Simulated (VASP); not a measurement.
SnO2: single point with r2SCAN

Crystal: SnO2.

```
Sn O
1.0
     1.74646    1.00832    4.99262
    -1.74646    1.00832    4.99262
     0.00000   -2.01664    4.99262
Sn O
1 2
Direct
  0.50000 0.50000 0.50000
  0.23717 0.23717 0.23717
  0.76283 0.76283 0.76283
```

This cell differs from its parent crystal: strain +0.080 along x and y, +0.040 along z.

```json
{
  "Program": "VASP 6.6.1",
  "Task": "single point",
  "Functional": "r2SCAN",
  "Potentials or basis": "VASP PAW PBE potentials, release 64 (Sn_d, O)",
  "Cutoff": "520 eV",
  "k mesh": "12 × 12 × 12",
  "Occupations": "gaussian, width 0.05 eV",
  "Spin": "no spin polarisation",
  "Dipole correction": "no",
  "Further INCAR settings": "ALGO = Normal; EDIFF = 1e-07; NBANDS = 20"
}
```

```
Pressure               : -23.6 GPa
Largest force          : 1.806 eV/Å
Band gap on the k mesh : 1.03 eV (least direct gap 1.06 eV)
```

Forces on the atoms (eV/Å):
```
Sn   0.000  0.000  0.000
O    0.000  0.000 -1.806
O    0.000  0.000  1.806
```

Stress tensor (GPa, compression positive):
```
-28.59   0.00   0.00
  0.00 -28.59   0.00
  0.00   0.00 -13.73
```

Levels at points of the mesh, in eV from the valence-band top:
```tsv
k point	band 10	band 11	band 12	band 13	band 14	band 15	band 16	band 17
(0.00, 0.00, 0.00)	-1.17	-1.01	-1.01	-0.03	1.03	5.26	9.79	9.79
(0.50, 0.00, 0.00)	-2.55	-1.21	-0.67	-0.52	3.94	7.05	9.01	11.22
(0.50, 0.50, 0.00)	-2.64	-0.92	-0.55	-0.10	3.77	6.34	9.54	10.70
(0.50, 0.50, 0.50)	-1.23	-0.97	-0.97	-0.91	2.12	5.03	9.92	9.92
```

It took 9.4 min on 1 thread of Intel(R) Xeon(R) 6975P-C (Granite Rapids), on a shared host, peak memory 0.38 GiB.

Caveat: the cell differs from its parent crystal (strain +0.080 along x and y, +0.040 along z); the cell stands under tension; the PAW data sets were made with another functional, which shifts forces and pressure a little; spin-orbit coupling is left out, which moves the levels of the heavy elements. A k mesh can miss the band edges.
